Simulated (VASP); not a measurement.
# LaHg (Pm-3m) in VASP: notebook, part 2 of 2

VASP 6.6.1. Earlier steps stand in the parts before.

## (6) Single point, LDA

This run uses another cell than the first one, of 29.42 Å³/atom.

INCAR reads:

```
SYSTEM = LaHg
ALGO     = Normal         ! electronic algorithm
EDIFF    = 1E-6           ! SCF threshold, eV
ENCUT    = 520            ! plane-wave cutoff, eV
GGA      = CA             ! functional
ISIF     = 2              ! what is computed and relaxed
ISMEAR   = -1             ! smearing method
LASPH    = .TRUE.         ! aspherical terms in the spheres
LCHARG   = .TRUE.         ! write CHGCAR
LELF     = .TRUE.         ! ELF
LREAL    = .FALSE.        ! projectors in reciprocal space
LVHAR    = .TRUE.       
LWAVE    = .FALSE.        ! write WAVECAR
NBANDS   = 18             ! bands
NELM     = 80             ! most SCF steps
PREC     = Accurate       ! precision mode
SIGMA    = 0.1            ! smearing width, eV
```

KPOINTS reads:

```
k-points
0
G
  8 8 8
  0 0 0
```

POSCAR reads:

```
LaHg
1.0
    3.8895901497      0.0000000000      0.0000000000
    0.0000000000      3.8895901497      0.0000000000
    0.0000000000      0.0000000000      3.8895901497
La Hg
1 1
Direct
    0.5000000000      0.5000000000      0.5000000000
    0.0000000000      0.0000000000      0.0000000000
```

Potentials or basis: VASP PAW LDA potentials, release 64 (La, Hg).

Command:

```sh
$ cat potpaw_LDA.64/La/POTCAR potpaw_LDA.64/Hg/POTCAR > POTCAR
$ mpirun -np 1 vasp_std > vasp.out
```

OUTCAR:

```text
SYSTEM = LaHg
   EDIFF = 1E-6
   ENCUT = 520
   GGA = CA
   ISIF = 2
   ISMEAR = -1
   LASPH = .TRUE.
   LREAL = .FALSE.
   NELM = 80
   PREC = Accurate

 ion  position               nearest neighbor table
   1  0.500  0.500  0.500-   2 3.37   2 3.37   2 3.37   2 3.37   2 3.37   2 3.37   2 3.37   2 3.37

   2  0.000  0.000  0.000-   1 3.37   1 3.37   1 3.37   1 3.37   1 3.37   1 3.37   1 3.37   1 3.37

  LATTYP: Found a simple cubic cell.
 ALAT       =     3.8895901497

  Lattice vectors:

 A1 = (   3.8895901497,   0.0000000000,   0.0000000000)
 A2 = (   0.0000000000,   3.8895901497,   0.0000000000)
 A3 = (   0.0000000000,   0.0000000000,   3.8895901497)

Analysis of symmetry for initial positions (statically):
=====================================================================
 Subroutine PRICEL returns:
 Original cell was already a primitive cell.

 Routine SETGRP: Setting up the symmetry group for a
 simple cubic supercell.

 Subroutine GETGRP returns: Found 48 space group operations
 (whereof 48 operations were pure point group operations)
 out of a pool of 48 trial point group operations.

The static configuration has the point symmetry O_h .

Analysis of symmetry for dynamics (positions and initial velocities):
=====================================================================
 Subroutine PRICEL returns:
 Original cell was already a primitive cell.

 Routine SETGRP: Setting up the symmetry group for a
 simple cubic supercell.

 Subroutine GETGRP returns: Found 48 space group operations
 (whereof 48 operations were pure point group operations)
 out of a pool of 48 trial point group operations.

The dynamic configuration has the point symmetry O_h .

 Subroutine INISYM returns: Found 48 space group operations
 (whereof 48 operations are pure point group operations),
 and found     1 'primitive' translations

----------------------------------------------------------------------------------------

                                     Primitive cell

  volume of cell :      58.8453

  direct lattice vectors                    reciprocal lattice vectors
     3.889590150  0.000000000  0.000000000     0.257096496  0.000000000  0.000000000
     0.000000000  3.889590150  0.000000000     0.000000000  0.257096496  0.000000000
     0.000000000  0.000000000  3.889590150     0.000000000  0.000000000  0.257096496

  length of vectors
     3.889590150  3.889590150  3.889590150     0.257096496  0.257096496  0.257096496

  position of ions in fractional coordinates (direct lattice)
     0.500000000  0.500000000  0.500000000
     0.000000000  0.000000000  0.000000000

  ion indices of the primitive-cell ions
   primitive index   ion index
                 1           1
                 2           2

----------------------------------------------------------------------------------------

 KPOINTS: k-points

Automatic generation of k-mesh.
 Grid dimensions read from file:
 generate k-points for:    8    8    8

 Generating k-lattice:

  Cartesian coordinates                     Fractional coordinates (reciprocal lattice)
     0.032137062  0.000000000  0.000000000     0.125000000  0.000000000  0.000000000
     0.000000000  0.032137062  0.000000000     0.000000000  0.125000000  0.000000000
     0.000000000  0.000000000  0.032137062     0.000000000  0.000000000  0.125000000

  Length of vectors
     0.032137062  0.032137062  0.032137062

  Shift w.r.t. Gamma in fractional coordinates (k-lattice)
     0.000000000  0.000000000  0.000000000

 Subroutine IBZKPT returns following result:
 ===========================================

 Found     35 irreducible k-points:

 Following reciprocal coordinates:
            Coordinates               Weight
  0.000000  0.000000  0.000000      1.000000
  0.125000  0.000000  0.000000      6.000000
  0.250000  0.000000  0.000000      6.000000
  0.375000  0.000000  0.000000      6.000000
  0.500000  0.000000  0.000000      3.000000
  0.125000  0.125000  0.000000     12.000000
[... 16 lines left out ...]
  0.375000  0.375000  0.125000     24.000000
  0.500000  0.375000  0.125000     24.000000
 [... further k-points ...]
   k-points           NKPTS =     35   k-points in BZ     NKDIM =     35   number of bands    NBANDS=     18
   number of dos      NEDOS =    301   number of ions     NIONS =      2
   total plane-waves  NPLWV =  27000
   dimension x,y,z NGX =    30 NGY =   30 NGZ =   30
   dimension x,y,z NGXF=    60 NGYF=   60 NGZF=   60
   ions per type =               1   1
   NGX,Y,Z   is equivalent  to a cutoff of  12.82, 12.82, 12.82 a.u.
   NGXF,Y,Z  is equivalent  to a cutoff of  25.64, 25.64, 25.64 a.u.
 SYSTEM =  LaHg
   PREC   = accura    normal or accurate (medium, high low for compatibility)
   ISTART =      0    job   : 0-new  1-cont  2-samecut
   ICHARG =      2    charge: 1-file 2-atom 10-const
   ISPIN  =      1    spin polarized calculation?
   LNONCOLLINEAR =      F non collinear calculations
   LSORBIT =      F    spin-orbit coupling
   LASPH  =      T    aspherical Exc in radial PAW
   ENCUT  =  520.0 eV  38.22 Ry    6.18 a.u.   7.23  7.23  7.23*2*pi/ulx,y,z
   NELM   =     80;   NELMIN=  2; NELMDL= -5     # of ELM steps
   EDIFF  = 0.1E-05   stopping-criterion for ELM
   LREAL  =      F    real-space projection
   EDIFFG = 0.1E-04   stopping-criterion for IOM
   NSW    =      0    number of steps for IOM
   IBRION =     -1    ionic relax: 0-MD 1-quasi-New 2-CG
   NFREE  =      0    steps in history (QN), initial steepest desc. (CG)
   ISIF   =      2    stress and relaxation
   ISYM   =      2    0-nonsym 1-usesym 2-fastsym
   POTIM  = 0.5000    time-step for ionic-motion
   TEBEG  =    0.0;   TEEND  =   0.0 temperature during run
   PSTRESS=    0.0 pullay stress
   NELECT =      23.0000    total number of electrons
   NUPDOWN=      -1.0000    fix difference up-down
   EMIN   =  10.00;   EMAX   =-10.00  energy-range for DOS
   EFERMI =   0.00;   METHOD = LEGACY
   ISMEAR =    -1;   SIGMA  =   0.10  broadening in eV -4-tet -1-fermi 0-gaus
   EFERMI_NEDOS =   21; number of points for ismear=-14 and -15
   IALGO  =     38    algorithm
   IMIX   =      4    mixing-type and parameters
     AMIX     =   0.40;   BMIX     =  1.00
     AMIX_MAG =   1.60;   BMIX_MAG =  1.00
  volume/ion in A,a.u.               =      29.42       198.55
  Fermi-wavevector in a.u.,A,eV,Ry     =   1.196962  2.261930 19.493304  1.432717
  Thomas-Fermi vector in A             =   2.332889
   LORBIT       =      0    0 simple, 1 ext, 2 COOP (PROOUT), +10 PAW based schemes
   GGA     = CA    functional components
   LHFCALC =     F    Hartree Fock is set to
   AEXX    =    0.0000 exact exchange contribution
   IVDW    =     0    specifies the selected vdW correction
   LEPSILON=     F    determine dielectric tensor
   LRPA    =     F    only Hartree local field effects (RPA)
 non-spin polarized calculation
  energy-cutoff  :      520.00
  volume of cell :       58.85
 maximum number of plane-waves:      1622
 NGX is ok and might be reduce to    30
   NGX = 15   NGY = 15   NGZ = 15

 number of electron      22.9999997 magnetization

 Free energy of the ion-electron system (eV)
  ---------------------------------------------------
  ext. energy  EPLUGINS =         0.00000000
  ---------------------------------------------------
  free energy    TOTEN  =        -7.66439002 eV

  energy without entropy =       -7.57883553  energy(sigma->0) =       -7.62161278

 E-fermi :   6.2154     XC(G=0): -10.4639

 val. band max:        6.1879490043   @ k =   0.0000   0.0000   0.0000
 cond. band min:       6.2268367631   @ k =   0.1250   0.0000   0.0000
 fundamental gap:      0.0388877588
 Fermi energy:         6.2154321871

 k-point     1 :       0.0000    0.0000    0.0000
  band No.  band energies     occupation
      1     -26.7838      2.00000
      2     -10.2641      2.00000
      3     -10.2641      2.00000
      4     -10.2641      2.00000
      5      -1.2727      2.00000
      6      -1.2727      2.00000
[... 10 lines left out ...]
     17       7.6188      0.00000
     18       7.6189      0.00000
[... 463 lines left out ...]
 k-point    24 :       0.5000    0.3750    0.1250
  band No.  band energies     occupation
      1     -26.6956      2.00000
      2     -10.7780      2.00000
      3     -10.6835      2.00000
      4     -10.2485      2.00000
      5      -1.1669      2.00000
      6      -1.0738      2.00000
[... 10 lines left out ...]
     17       7.8529      0.00000
     18       7.9106      0.00000

 [... further k-points ...]

------------------------ aborting loop because EDIFF is reached ----------------------------------------

  FORCE on cell =-STRESS in cart. coord.  units (eV):
  Direction    XX          YY          ZZ          XY          YZ          ZX
  --------------------------------------------------------------------------------------
  -------------------------------------------------------------------------------------
  Total       -1.3585900     -1.3585900     -1.3585900      0.0000000      0.0000000     -0.0000000
  in kB      -36.9902678    -36.9902678    -36.9902678      0.0000000      0.0000000     -0.0000000
  external PRESSURE =     -36.9902678 kB  Pullay stress =       0.0000000 kB

 VOLUME and BASIS-vectors are now :
 -----------------------------------------------------------------------------
  energy-cutoff  :      520.00
  volume of cell :       58.85
      direct lattice vectors                 reciprocal lattice vectors
     3.889590150  0.000000000  0.000000000     0.257096496  0.000000000  0.000000000
     0.000000000  3.889590150  0.000000000     0.000000000  0.257096496  0.000000000
     0.000000000  0.000000000  3.889590150     0.000000000  0.000000000  0.257096496

 POSITION                                       TOTAL-FORCE (eV/Angst)
 -----------------------------------------------------------------------------------
      1.94480      1.94480      1.94480         0.000000      0.000000      0.000000
      0.00000      0.00000      0.00000         0.000000      0.000000      0.000000
 -----------------------------------------------------------------------------------
    total drift:                                0.000000     -0.000000     -0.000000

  FREE ENERGIE OF THE ION-ELECTRON SYSTEM (eV)
  ---------------------------------------------------
  free  energy   TOTEN  =        -7.6643900241 eV

  energy  without entropy=       -7.5788355275  energy(sigma->0) =       -7.62161278
```

Wall time 52 s (1 thread of Intel Xeon 8259CL, shared host); peak memory 0.19 GiB.

Results:

| Quantity | Value |
| --- | --- |
| Free energy | -7.6644 eV |
| Pressure | -3.7 GPa |
| Band gap on the k mesh | zero (an odd number of electrons rules out a gap without spin polarisation) |

Caveat: the cell stands under tension; spin-orbit coupling is left out, which moves the levels of the heavy elements.

## (7) Summary

| cell | gap on the mesh (eV) | pressure (GPa) |
| --- | --- | --- |
| a = 3.785 Å, 2 atoms | none | 1.0 |
| a = 3.812 Å, 2 atoms | none | -0.4 |
| a = 3.838 Å, 2 atoms | none | -1.6 |
| a = 3.864 Å, 2 atoms | none | -2.7 |
| a = 3.890 Å, 2 atoms | none | -3.7 |

Alike in all rows: task single point; level LDA; potentials or basis VASP PAW LDA potentials, release 64 (La, Hg); no spin polarisation; k mesh 8 × 8 × 8; cutoff (eV) 520; smearing fermi-dirac 0.1 eV.

Caveats: spin-orbit coupling is left out, which moves the levels of the heavy elements; the cell stands under tension (at least some runs).

Total energies depend on the potentials used, so only differences within one code and one set of settings carry meaning.
